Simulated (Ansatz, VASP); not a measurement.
# CaZn23S24: VASP beside Ansatz

```
CELL_PARAMETERS angstrom
7.62400 0.00000 0.00000
-3.81200 6.60258 0.00000
0.00000 0.00000 18.68999
ATOMIC_POSITIONS crystal
Zn 0.00000 0.00000 0.00000
Zn 0.00000 0.50000 0.00000
Zn 0.50000 0.00000 0.00000
Zn 0.50000 0.50000 0.00000
Zn 0.00000 0.00000 0.50000
Zn 0.00000 0.50000 0.50000
Zn 0.50000 0.00000 0.50000
Zn 0.50000 0.50000 0.50000
Zn 0.16667 0.33333 0.16667
Zn 0.16667 0.83333 0.16667
Zn 0.66667 0.33333 0.16667
Zn 0.66667 0.83333 0.16667
Zn 0.33333 0.16667 0.66667
Zn 0.33333 0.66667 0.66667
Zn 0.83333 0.16667 0.66667
Zn 0.83333 0.66667 0.66667
Zn 0.33333 0.66667 0.33333
Zn 0.83333 0.16667 0.33333
Zn 0.83333 0.66667 0.33333
Zn 0.16667 0.33333 0.83333
Zn 0.16667 0.83333 0.83333
Zn 0.66667 0.33333 0.83333
Zn 0.66667 0.83333 0.83333
Ca 0.33333 0.16667 0.33333
S 0.00000 0.00000 0.12500
S 0.00000 0.50000 0.12500
S 0.50000 0.00000 0.12500
S 0.50000 0.50000 0.12500
S 0.00000 0.00000 0.62500
S 0.00000 0.50000 0.62500
S 0.50000 0.00000 0.62500
S 0.50000 0.50000 0.62500
S 0.16667 0.33333 0.29167
S 0.16667 0.83333 0.29167
S 0.66667 0.33333 0.29167
S 0.66667 0.83333 0.29167
S 0.33333 0.16667 0.79167
S 0.33333 0.66667 0.79167
S 0.83333 0.16667 0.79167
S 0.83333 0.66667 0.79167
S 0.33333 0.16667 0.45833
S 0.33333 0.66667 0.45833
S 0.83333 0.16667 0.45833
S 0.83333 0.66667 0.45833
S 0.16667 0.33333 0.95833
S 0.16667 0.83333 0.95833
S 0.66667 0.33333 0.95833
S 0.66667 0.83333 0.95833
```

Alike in both runs: task electric field gradients; functional PBE; k mesh 3 × 3 × 1; occupations fermi-dirac, width 0.01 eV; no spin polarisation.

```csv
,VASP,Ansatz
version,VASP 6.6.1,Ansatz 0.2.0
potentials or method,"VASP PAW PBE potentials, release 64 (Zn, Ca_sv, S)","plane-wave PAW, scalar-relativistic"
plane-wave cutoff (eV),520,420
valence electrons in the cell,430,430
```

```tsv
	VASP	Ansatz	Ansatz less VASP
gap on the k mesh at the Fermi level (eV)	2.26	2.25	-0.005
pressure (GPa)	4.2	4.0	-0.18
rms of the force components (eV/Å)	0.544	0.539	-0.0050
```

With one functional, cell and mesh, what is left measures potentials, basis and numerics.
